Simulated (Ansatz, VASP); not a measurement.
# Be3SnSe: VASP beside Ansatz

```xyz
5
Lattice="4.7059 0.0000 0.0000 0.0000 4.7059 0.0000 0.0000 0.0000 4.7059" Properties=species:S:1:pos:R:3 pbc="T T T"
Sn    0.0000    0.0000    0.0000
Se    2.3530    2.3530    2.3530
Be    2.3530    2.3530    0.0000
Be    2.3530    0.0000    2.3530
Be    0.0000    2.3530    2.3530
```

Alike in both runs: task single point; functional LDA; k mesh 4 × 4 × 4; occupations gaussian, width 0.05 eV; no spin polarisation.

```csv
,VASP,Ansatz
version,VASP 6.6.1,Ansatz 0.2.0
potentials or method,"VASP PAW LDA potentials, release 64 (Sn_d, Se, Be), cutoff 520 eV","scalar-relativistic, plane waves, PAW"
valence electrons in the cell,26,36
```

```csv
,VASP,Ansatz,Ansatz less VASP
gap on the k mesh at the Fermi level (eV),none,none,-
pressure (GPa),-10.7,-10.7,-0.05
```

LDA's correlation is that of Perdew and Zunger in VASP and of Perdew and Wang (1992) in Ansatz. A gap of «none» marks a metal or a gap that the smearing closes. VASP's potentials hold 26 valence electrons a cell and Ansatz's 36, so a difference there can come from the potentials and not from the codes.
